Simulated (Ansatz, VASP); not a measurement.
GaN in VASP and in Ansatz

Contents of INCAR:

```
ALGO = Normal
EDIFF = 1E-6
ENCUT = 520
GGA = PE
ISIF = 2
ISMEAR = 0
LASPH = T
LCHARG = T
LELF = T
LREAL = F
LVHAR = T
LWAVE = F
NBANDS = 26
NELM = 60
PREC = Accurate
SIGMA = 0.05
```

Contents of KPOINTS:

```
k-points
0
Gamma
  12 12 6
```

File POSCAR:

```
GaN
1.0
    3.3873964345      0.0000000000      0.0000000000
   -1.6936982173      2.7872412019      0.0000000000
    0.0000000000      0.0000000000      5.2430304702
Ga N
2 2
Direct
    0.3333333333      0.6666666667      0.9991316875
    0.6666666667      0.3333333333      0.4991316875
    0.3333333333      0.6666666667      0.3758683125
    0.6666666667      0.3333333333      0.8758683125
```

Input for Ansatz:

```yaml
crystal:
  lattice:
    - [3.3873964345, 0.0, 0.0]
    - [-1.6936982173, 2.7872412019, 0.0]
    - [0.0, 0.0, 5.2430304702]
  atoms:
    - { symbol: Ga, position: [0.3333333333, 0.6666666667, 0.9991316875] }
    - { symbol: Ga, position: [0.6666666667, 0.3333333333, 0.4991316875] }
    - { symbol: "N", position: [0.3333333333, 0.6666666667, 0.3758683125] }
    - { symbol: "N", position: [0.6666666667, 0.3333333333, 0.8758683125] }
basis:
  ecutwfc: 420
kpoints:
  mp_grid: { grid: [12, 12, 6] }
hamiltonian:
  xc: pbe
scf:
  occupations: { method: gaussian, width: 0.05 }
output:
  forces: true
  stress: true
  eigenvalues: true
```

Change from the starting cell: strain +0.0525 x Voigt [1, 0, 0, 0, 0, 0], atoms carried along.

Alike in both runs: task single point; functional PBE; k mesh 12 × 12 × 6; occupations gaussian, width 0.05 eV; no spin polarisation.

```csv
,VASP,Ansatz
version,VASP 6.6.1,Ansatz 0.2.0
potentials or method,"VASP PAW PBE potentials, release 64 (Ga_d, N), cutoff 520 eV","scalar-relativistic, plane waves, PAW"
valence electrons in the cell,36,36
```

Ansatz gave:

| Property | Result |
| --- | --- |
| gap on the k mesh at the Fermi level (eV) | 1.32 |
| least direct gap on the mesh (eV) | 1.32 |
| pressure (GPa) | -7.5 |
| traceless stress, the component that is largest in VASP (GPa) | -8.59 |
| rms of the force components (eV/Å) | 0.190 |

What did VASP give for the same quantities?

gap on the k mesh at the Fermi level (eV): 1.32; least direct gap on the mesh (eV): 1.32; pressure (GPa): -7.3; traceless stress, the component that is largest in VASP (GPa): -8.57; rms of the force components (eV/Å): 0.188.

Atom by atom the forces differ by 0.003 eV/Å (rms over components). The functional is the same, so the differences come from potentials, cutoffs and numerics.
